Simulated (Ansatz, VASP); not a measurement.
## One calculation of Co, two programs

```
Co
1.0
     2.42689    0.00000    0.00000
    -1.21345    2.10175    0.00000
     0.00000    0.00000    3.91763
Co
2
Cartesian
  0.0000 1.4012 0.9794
  1.2134 0.7006 2.9382
```

Alike in both runs: functional LDA; k mesh 12 × 12 × 7; occupations fermi-dirac, width 0.1 eV; collinear spin.

Ansatz relaxed the structure, and its values are those at the end. VASP's run is a single point on that final structure, the one shown.

```csv
,VASP,Ansatz
version,VASP 6.6.1,Ansatz 0.2.0
potentials or method,"VASP PAW LDA potentials, release 64 (Co)","plane waves, PAW"
plane-wave cutoff (eV),520,420
valence electrons in the cell,18,34
```

|  | VASP | Ansatz | Ansatz less VASP |
| --- | --- | --- | --- |
| pressure (GPa) | -1.5 | 0.0 | +1.45 |
| net moment per atom (μB) | 1.42 | 1.47 | +0.046 |
| size of the moment on the site where the two differ most (μB) | 1.41 | 1.51 | +0.096 |

LDA's correlation is that of Perdew and Zunger in VASP and of Perdew and Wang (1992) in Ansatz. Site moments also hang on the region over which each program counts them. VASP's potentials hold 18 valence electrons a cell and Ansatz's 34, so a difference there can come from the potentials and not from the codes.
